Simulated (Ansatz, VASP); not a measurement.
## Si in VASP and in Ansatz

INCAR

```
PREC = Accurate ; ENCUT = 520
EDIFF = 1E-7 ; ISMEAR = -1
SIGMA = 0.08 ; LREAL = False
LASPH = True ; NELM = 60
ALGO = Normal ; ISIF = 2
LWAVE = False ; LCHARG = False
GGA = CA ; NBANDS = 11
```

The input KPOINTS:

```
Automatic mesh
0
Gamma
  11 11 11
```

File POSCAR:

```
Si
1.0
    0.0000000000      2.6883153000      2.7154700000
    2.6883153000      0.0000000000      2.7154700000
    2.6883153000      2.6883153000      0.0000000000
Si
2
Direct
    0.5000000000      0.5000000000      0.5000000000
    0.7500000000      0.7500000000      0.7500000000
```

Input for Ansatz:

```yaml
crystal:
  lattice:
    - [0.0, 2.6883153, 2.71547]
    - [2.6883153, 0.0, 2.71547]
    - [2.6883153, 2.6883153, 0.0]
  atoms:
    - { symbol: Si, position: [0.5, 0.5, 0.5] }
    - { symbol: Si, position: [0.75, 0.75, 0.75] }
kpoints:
  mp_grid: { grid: [11, 11, 11] }
  band_path:
    path:
      - [0.0, 0.0, 0.0]
      - [0.0, 0.5, 0.5]
      - [0.25, 0.75, 0.5]
      - [0.0, 0.5, 0.0]
      - [0.0, 0.0, 0.0]
      - [0.5, 0.5, 0.0]
      - [0.3725125, 0.6274875, 0.0]
      - [-0.3725125, 0.3725125, 0.0]
      - [0.0, 0.0, 0.0]
    npoints: 5
scf:
  occupations: { method: fermi_dirac, width: 0.08 }
hamiltonian:
  xc: lda
  pseudopotentials: { kind: all_electron, lapw: { basis_error: 0.00025 } }
output:
  forces: true
  stress: true
  eigenvalues: true
```

Change from the starting cell: equal xx and yy strain of -1 %.

Alike in both runs: task single point; functional LDA; k mesh 11 × 11 × 11; occupations fermi-dirac, width 0.08 eV; no spin polarisation.

```csv
,VASP,Ansatz
version,VASP 6.6.1,Ansatz 0.2.0
potentials or method,"VASP PAW LDA potentials, release 64 (Si), cutoff 520 eV","all-electron LAPW, scalar-relativistic"
```

VASP gave:

* pressure (GPa): 0.4
* traceless stress, the component that is largest in VASP (GPa): -0.65

Task: Estimate Ansatz's values.

Result: Pressure (GPa): 0.3; traceless stress, the component that is largest in VASP (GPa): -0.65.

LDA's correlation is that of Perdew and Zunger in VASP and of Perdew and Wang (1992) in Ansatz. Ansatz ran all-electron here, and VASP with PAW potentials.
